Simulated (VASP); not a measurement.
Input of a VASP 6.6.1 run:

Contents of INCAR:

```
SYSTEM = Zr3SiO
ALGO     = Normal         ! electronic algorithm
EDIFF    = 1E-7           ! SCF threshold, eV
ENCUT    = 520            ! plane-wave cutoff, eV
GGA      = PE             ! functional
ISIF     = 2              ! what is computed and relaxed
ISMEAR   = 0              ! smearing method
LASPH    = .TRUE.         ! aspherical terms in the spheres
LCHARG   = .FALSE.        ! write CHGCAR
LREAL    = .FALSE.        ! projectors in reciprocal space
LWAVE    = .FALSE.        ! write WAVECAR
NBANDS   = 31             ! bands
NELM     = 100            ! most SCF steps
PREC     = Accurate       ! precision mode
SIGMA    = 0.1            ! smearing width, eV
```

File KPOINTS:

```
k-points
0
G
  10 10 6
  0 0 0
```

Contents of POSCAR:

```
Zr3SiO
1.0
    4.3612289994      0.0000000000      0.0000000000
    0.0000000000      4.3612289994      0.0000000000
    0.0000000000      0.0000000000      6.6749818898
Zr Si O
3 1 1
Direct
    0.0000000000      0.5000000000      0.8945565921
    0.5000000000      0.0000000000      0.8945565921
    0.0000000000      0.0000000000      0.5368440708
    0.0000000000      0.0000000000      0.1401819581
    0.5000000000      0.5000000000      0.8938578070
```

Potentials or basis: VASP PAW PBE potentials, release 64 (Zr_sv, Si, O).

Run with:

```sh
$ cat potpaw_PBE.64/Zr_sv/POTCAR potpaw_PBE.64/Si/POTCAR potpaw_PBE.64/O/POTCAR > POTCAR
$ mpirun -np 1 vasp_std > vasp.out
```

Q: Predict the largest force.

A: 0.005 eV/Å.

Q: Predict the band gap on the k mesh.

A: Zero (bands 23 and 24 overlap by 0.69 eV).

Q: Estimate the pressure.

A: 0.0 GPa.

Forces on the atoms (eV/Å):
```
Zr   0.000  0.000 -0.002
Zr   0.000  0.000 -0.002
Zr   0.000  0.000  0.005
Si   0.000  0.000  0.000
O    0.000  0.000 -0.002
```
